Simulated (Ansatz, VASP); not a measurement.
# SnO2 in VASP and in Ansatz

INCAR

```
PREC = Accurate
ENCUT = 520
EDIFF = 1E-7
ISMEAR = 0
SIGMA = 0.05
LREAL = False
LASPH = True
NELM = 100
ALGO = Normal
ISIF = 2
LWAVE = False
LCHARG = False
GGA = PS
NBANDS = 64
```

Contents of KPOINTS:

```
regular mesh
0
Gamma
  6 6 6
```

POSCAR

```
SnO2
1.0
    3.2692028840      1.8874751651      3.7471603456
   -3.2692028840      1.8874751651      3.7471603456
    0.0000000000     -3.7749503301      3.7471603456
Sn O
4 8
Direct
    0.8646807174      0.8646807174      0.8646807174
    0.3648245829      0.3648245829      0.8648190111
    0.3648245829      0.8648190111      0.3648245829
    0.8648190111      0.3648245829      0.3648245829
    0.1235003534      0.6233501671      0.6233501671
    0.6233501671      0.1235003534      0.6233501671
    0.6233501671      0.6233501671      0.1235003534
    0.6062113146      0.6062113146      0.6062113146
    0.1234715296      0.1234715296      0.1234715296
    0.1060883083      0.1060883083      0.6062369573
    0.1060883083      0.6062369573      0.1060883083
    0.6062369573      0.1060883083      0.1060883083
```

Input for Ansatz:

```yaml
crystal:
  lattice:
    - [3.269202884, 1.8874751651, 3.7471603456]
    - [-3.269202884, 1.8874751651, 3.7471603456]
    - [0.0, -3.7749503301, 3.7471603456]
  atoms:
    - { symbol: Sn, position: [0.8646807174, 0.8646807174, 0.8646807174] }
    - { symbol: Sn, position: [0.3648245829, 0.3648245829, 0.8648190111] }
    - { symbol: Sn, position: [0.3648245829, 0.8648190111, 0.3648245829] }
    - { symbol: Sn, position: [0.8648190111, 0.3648245829, 0.3648245829] }
    - { symbol: O, position: [0.1235003534, 0.6233501671, 0.6233501671] }
    - { symbol: O, position: [0.6233501671, 0.1235003534, 0.6233501671] }
    - { symbol: O, position: [0.6233501671, 0.6233501671, 0.1235003534] }
    - { symbol: O, position: [0.6062113146, 0.6062113146, 0.6062113146] }
    - { symbol: O, position: [0.1234715296, 0.1234715296, 0.1234715296] }
    - { symbol: O, position: [0.1060883083, 0.1060883083, 0.6062369573] }
    - { symbol: O, position: [0.1060883083, 0.6062369573, 0.1060883083] }
    - { symbol: O, position: [0.6062369573, 0.1060883083, 0.1060883083] }
basis:
  ecutwfc: 520.0
kpoints:
  mp_grid: { grid: [6, 6, 6] }
hamiltonian:
  xc: pbesol
  pseudopotentials: { kind: paw, azcp: { folder: soft_1 } }
scf:
  occupations: { method: gaussian, width: 0.05 }
output:
  forces: true
  stress: true
  eigenvalues: true
  write_density: true
  write_potential: true
  elf: true
  volumetric_format: npy
```

Alike in both runs: task single point; functional PBEsol; k mesh 6 × 6 × 6; occupations gaussian, width 0.05 eV; no spin polarisation.

```csv
,VASP,Ansatz
version,VASP 6.6.1,Ansatz 0.2.0
potentials or method,"VASP PAW PBE potentials, release 64 (Sn_d, O), cutoff 520 eV","scalar-relativistic, plane waves, PAW"
valence electrons in the cell,104,104
```

```csv
,VASP,Ansatz,Ansatz less VASP
gap on the k mesh at the Fermi level (eV),1.49,1.50,+0.011
least direct gap on the mesh (eV),1.49,1.50,+0.011
pressure (GPa),12.6,11.6,-0.97
"traceless stress, the component that is largest in VASP (GPa)",0.03,0.77,+0.740
rms of the force components (eV/Å),0.694,0.665,-0.0290
```

VASP's potentials were made for PBE, not for PBEsol, and Ansatz warns of the same on its side. Atom by atom the forces differ by 0.029 eV/Å (rms over components). The functional is the same, so the differences come from potentials, cutoffs and numerics.
